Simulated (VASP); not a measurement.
Set up this calculation in VASP 6.6.1, as the native input.

```
Task                   : single point
Functional             : PBEsol
Potentials or basis    : VASP PAW PBE potentials, release 64 (B, N)
Cutoff                 : 520 eV
k mesh                 : 12 × 12 × 12
Occupations            : gaussian, width 0.05 eV
Spin                   : no spin polarisation
Dipole correction      : no
Further INCAR settings : ALGO = Normal; EDIFF = 1e-07; NBANDS = 11
```

The structure of BN lies in POSCAR:

```
BN
1.0
    0.0000000000      1.8130010000      1.8130010000
    1.8130010000      0.0000000000      1.8130010000
    1.8130010000      1.8130010000      0.0000000000
B N
1 1
Direct
    0.0000000000      0.0000000000      0.0000000000
    0.7082034302      0.7639321899      0.7639321899
```

This cell differs from its parent crystal: all N atoms moved +0.087 Å, as atom 2 towards its neighbour atom 1 (B) at 1.570 Å.

One way to write it, as run:

INCAR

```
SYSTEM = BN
ALGO = Normal
EDIFF = 1E-7
ENCUT = 520
GGA = PS
ISIF = 2
ISMEAR = 0
LASPH = .TRUE.
LCHARG = .FALSE.
LREAL = .FALSE.
LWAVE = .FALSE.
NBANDS = 11
NELM = 80
PREC = Accurate
SIGMA = 0.05
```

KPOINTS

```
k-points
0
G
  12 12 12
  0 0 0
```

Potentials or basis: VASP PAW PBE potentials, release 64 (B, N).

Launch:

```bash
$ cat potpaw_PBE.64/B/POTCAR potpaw_PBE.64/N/POTCAR > POTCAR
$ mpirun -np 1 vasp_std > vasp.out
```

Results of the run:

```yaml
Pressure: -3.2 GPa
Largest_force: 2.501 eV/Å
Band_gap_on_the_k_mesh: 3.76 eV, indirect (least direct gap 7.92 eV)
```

Caveat: the cell differs from its parent crystal (all N atoms moved +0.087 Å, as atom 2 towards its neighbour atom 1 (B) at 1.570 Å); the PAW data sets were made with another functional, which shifts forces and pressure a little.

Run time: 18 s on 1 thread of Intel(R) Xeon(R) Platinum 8259CL CPU @ 2.50GHz (Skylake/Cascade Lake), with other jobs on the host, peak memory 0.13 GiB.
